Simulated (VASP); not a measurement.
# KMgF3 (Pm-3m) in VASP: further runs, part 2 of 2

VASP 6.6.1. Earlier steps stand in the parts before.

**3. Relaxation of cell and atoms, LDA**

This run uses another cell than the first one, of 12.67 Å³/atom, 1.061 times its volume.

INCAR

```
SYSTEM = KMgF3
PREC = Accurate
ENCUT = 600
EDIFF = 1E-7
ISMEAR = 0
SIGMA = 0.01
LREAL = .False.
LASPH = .True.
NELM = 100
ALGO = Normal
ISIF = 3
LWAVE = .False.
LCHARG = .False.
IBRION = 2
NSW = 100
EDIFFG = -0.02
```

KPOINTS

```
regular mesh
0
Gamma
  6 6 6
  0 0 0
```

POSCAR

```
KMgF3
1.0
    3.9859000000      0.0000000000      0.0000000000
    0.0000000000      3.9859000000      0.0000000000
    0.0000000000      0.0000000000      3.9859000000
K Mg F
1 1 3
Direct
    0.5000000000      0.5000000000      0.5000000000
    0.0000000000      0.0000000000      0.0000000000
    0.5000000000      0.0000000000      0.0000000000
    0.0000000000      0.5000000000      0.0000000000
    0.0000000000      0.0000000000      0.5000000000
```

Potentials or basis: VASP PAW LDA potentials, release 64 (K_sv, Mg, F).

The run is started by

```
> cat potpaw_LDA.64/K_sv/POTCAR potpaw_LDA.64/Mg/POTCAR potpaw_LDA.64/F/POTCAR > POTCAR
> mpirun -np 1 vasp_std > vasp.out
```

Run time: 30 s. Hardware: 1 thread of AMD EPYC 9R45 (Zen 5), shared host; peak memory 0.15 GiB.

Results (log left out):

```yaml
Free_energy: -27.1514 eV
Relaxed_volume: 11.80 Å³/atom
Relaxed_cell: a = 3.893 Å, b = 3.893 Å, c = 3.893 Å, α = 90.00°, β = 90.00°, γ = 90.00°
Space_group_after_relaxing_to_0.05_Å: Pm-3m (No. 221)
Energy_gained_by_relaxing: 15.5 meV/atom
Ionic_steps: 3
Pressure_after_relaxing: 0.0 GPa
Band_gap_on_the_k_mesh: 7.52 eV, indirect (least direct gap 7.84 eV)
```

Step by step:
| step | energy change (eV) | largest force (eV/Å) | pressure (GPa) | volume (Å³) |
| --- | --- | --- | --- | --- |
| 1 | 0.0000 | 0.0000 | -5.36 | 63.33 |
| 2 | -0.0764 | 0.0000 | -0.80 | 59.52 |
| 3 | -0.0777 | 0.0000 | -0.02 | 58.99 |

Final structure:
```
K Mg F
1.0
     3.89286    0.00000    0.00000
     0.00000    3.89286    0.00000
     0.00000    0.00000    3.89286
K Mg F
1 1 3
Direct
  0.50000 0.50000 0.50000
  0.00000 0.00000 0.00000
  0.50000 0.00000 0.00000
  0.00000 0.50000 0.00000
  0.00000 0.00000 0.50000
```

Levels at points of the mesh, in eV from the valence-band top:
| k point | band 13 | band 14 | band 15 | band 16 | band 17 | band 18 | band 19 | band 20 |
| --- | --- | --- | --- | --- | --- | --- | --- | --- |
| (0.00, 0.00, 0.00) | -0.71 | -0.32 | -0.32 | -0.32 | 7.52 | 9.87 | 9.87 | 12.19 |
| (0.50, 0.00, 0.00) | -0.97 | -0.97 | -0.59 | -0.59 | 10.25 | 10.87 | 11.05 | 12.91 |
| (0.50, 0.50, 0.00) | -1.21 | -0.97 | -0.97 | -0.03 | 11.11 | 11.79 | 12.96 | 12.96 |
| (0.50, 0.50, 0.50) | -1.21 | 0.00 | 0.00 | 0.00 | 10.46 | 10.46 | 10.46 | 14.19 |

A k mesh can miss the band edges. LDA gaps usually lie below the measured ones, often by a third to a half.

**4. Single point, PBE+D4**

This run uses another cell than the first one, of 13.13 Å³/atom, 1.099 times its volume.

INCAR

```
SYSTEM = KMgF3
PREC     = Accurate       ! precision mode
ENCUT    = 520            ! plane-wave cutoff, eV
EDIFF    = 1E-7           ! SCF threshold, eV
ISMEAR   = 0              ! smearing method
SIGMA    = 0.01           ! smearing width, eV
LREAL    = .FALSE.        ! projectors in reciprocal space
LASPH    = .TRUE.         ! aspherical terms in the spheres
NELM     = 100            ! most SCF steps
ALGO     = Normal         ! electronic algorithm
ISIF     = 2              ! what is computed and relaxed
LWAVE    = .FALSE.        ! write WAVECAR
LCHARG   = .FALSE.        ! write CHGCAR
GGA      = PE             ! functional
IVDW     = 13             ! dispersion correction
NBANDS   = 24             ! bands
```

KPOINTS

```
regular mesh
0
G
  6 6 6
  0 0 0
```

POSCAR: that of step 3 with these lines changed.

```diff
@@ -2,5 +2,5 @@
 1.0
-    3.9859000000      0.0000000000      0.0000000000
-    0.0000000000      3.9859000000      0.0000000000
-    0.0000000000      0.0000000000      3.9859000000
+    4.0336868018      0.0000000000      0.0000000000
+    0.0000000000      4.0336868018      0.0000000000
+    0.0000000000      0.0000000000      4.0336868018
 K Mg F
```

Potentials or basis: VASP PAW PBE potentials, release 64 (K_sv, Mg, F).

The run is started by

```
> cat potpaw_PBE.64/K_sv/POTCAR potpaw_PBE.64/Mg/POTCAR potpaw_PBE.64/F/POTCAR > POTCAR
> mpirun -np 1 vasp_std > vasp.out
```

OUTCAR:

```text
SYSTEM = KMgF3
   PREC = Accurate
   ENCUT = 520
   EDIFF = 1E-7
   ISMEAR = 0
   LREAL = .FALSE.
   LASPH = .TRUE.
   NELM = 100
   ISIF = 2
   GGA = PE
   IVDW = 13

 ion  position               nearest neighbor table
   1  0.500  0.500  0.500-   3 2.85   4 2.85   5 2.85   3 2.85   4 2.85   3 2.85   5 2.85   3 2.85
                             4 2.85   5 2.85   4 2.85   5 2.85   2 3.49   2 3.49   2 3.49   2 3.49
   2  0.000  0.000  0.000-   3 2.02   4 2.02   5 2.02   5 2.02   4 2.02   3 2.02   1 3.49   1 3.49
                             1 3.49   1 3.49   1 3.49   1 3.49   1 3.49   1 3.49
[... 745 lines left out ...]
  -------------------------------------------------------------------------------------
  Total      -0.15568    -0.15568    -0.15568    -0.00000    -0.00000     0.00000
  in kB      -3.80053    -3.80053    -3.80053    -0.00000    -0.00000     0.00000
  external pressure =       -3.80 kB  Pullay stress =        0.00 kB

 VOLUME and BASIS-vectors are now :
 -----------------------------------------------------------------------------
  energy-cutoff  :      520.00
  volume of cell :       65.63
      direct lattice vectors                 reciprocal lattice vectors
     4.033686802  0.000000000  0.000000000     0.247912158  0.000000000  0.000000000
     0.000000000  4.033686802  0.000000000     0.000000000  0.247912158  0.000000000
     0.000000000  0.000000000  4.033686802     0.000000000  0.000000000  0.247912158

 POSITION                                       TOTAL-FORCE (eV/Angst)
 -----------------------------------------------------------------------------------
      2.01684      2.01684      2.01684         0.000000      0.000000      0.000000
      0.00000      0.00000      0.00000         0.000000      0.000000      0.000000
      2.01684      0.00000      0.00000         0.000000      0.000000      0.000000
      0.00000      2.01684      0.00000         0.000000      0.000000      0.000000
      0.00000      0.00000      2.01684         0.000000      0.000000      0.000000
 -----------------------------------------------------------------------------------
    total drift:                                0.000000     -0.000000      0.000000

  FREE ENERGIE OF THE ION-ELECTRON SYSTEM (eV)
  ---------------------------------------------------
  free  energy   TOTEN  =       -24.8730170450 eV

  energy  without entropy=      -24.8730170450  energy(sigma->0) =      -24.87301704
```

OSZICAR:

```text
N       E                     dE             d eps       ncg     rms          rms(c)
DAV:   1     0.214590964370E+03    0.21459E+03   -0.17365E+04  1000   0.127E+03
DAV:   2    -0.154556145054E+02   -0.23005E+03   -0.22188E+03  1200   0.337E+02
DAV:   3    -0.261165019753E+02   -0.10661E+02   -0.10599E+02  1376   0.676E+01
DAV:   4    -0.266598422632E+02   -0.54334E+00   -0.54313E+00  1280   0.892E+00
DAV:   5    -0.266643619916E+02   -0.45197E-02   -0.45197E-02  1312   0.784E-01    0.896E+00
DAV:   6    -0.244575424263E+02    0.22068E+01   -0.73036E+00  1144   0.188E+01    0.390E+00
DAV:   7    -0.244481612757E+02    0.93812E-02   -0.20420E-01  1136   0.273E+00    0.229E+00
DAV:   8    -0.244466865594E+02    0.14747E-02   -0.67259E-02  1192   0.239E+00    0.274E-01
DAV:   9    -0.244467730454E+02   -0.86486E-04   -0.11420E-02  1256   0.738E-01    0.139E-01
DAV:  10    -0.244471333299E+02   -0.36028E-03   -0.93834E-04  1120   0.191E-01    0.848E-02
DAV:  11    -0.244471136847E+02    0.19645E-04   -0.79825E-05  1176   0.656E-02    0.386E-02
DAV:  12    -0.244471153300E+02   -0.16453E-05   -0.15733E-05  1016   0.286E-02    0.348E-03
DAV:  13    -0.244471154790E+02   -0.14904E-06   -0.10590E-06  1328   0.637E-03    0.145E-03
DAV:  14    -0.244471154010E+02    0.78001E-07   -0.12193E-07   856   0.219E-03
   1 F= -.24873017E+02 E0= -.24873017E+02  d E =-.676177E-22
```

Wall time 17 s (1 thread of AMD EPYC 9R45 (Zen 5), shared host); peak memory 0.15 GiB.

Results:

```
Free energy                : -24.8730 eV
Pressure                   : -0.4 GPa
Band gap on the k mesh     : 7.04 eV, indirect (least direct gap 7.36 eV)
Dispersion energy per atom : -0.085 eV
```

A k mesh can miss the band edges. Expect the measured gap to be larger: semilocal functionals such as PBE lack the derivative discontinuity.

**5. Overview**

```tsv
task	level	potentials or basis	cell	cutoff (eV)	gap on the mesh (eV)	pressure (GPa)
single point	LDA	VASP PAW LDA potentials, release 64 (K_sv, Mg, F)	a = 3.908 Å, 5 atoms	520	7.42	-0.9
relaxation of cell and atoms	LDA	VASP PAW LDA potentials, release 64 (K_sv, Mg, F)	relaxed from a = 3.986 Å, 5 atoms	600	7.52	0.0
single point	PBE+D4	VASP PAW PBE potentials, release 64 (K_sv, Mg, F)	a = 4.034 Å, 5 atoms	520	7.04	-0.4
```

Alike in all rows: no spin polarisation; k mesh 6 × 6 × 6; smearing gaussian 0.01 eV.

Total energies depend on the potentials used, so only differences within one code and one set of settings carry meaning.
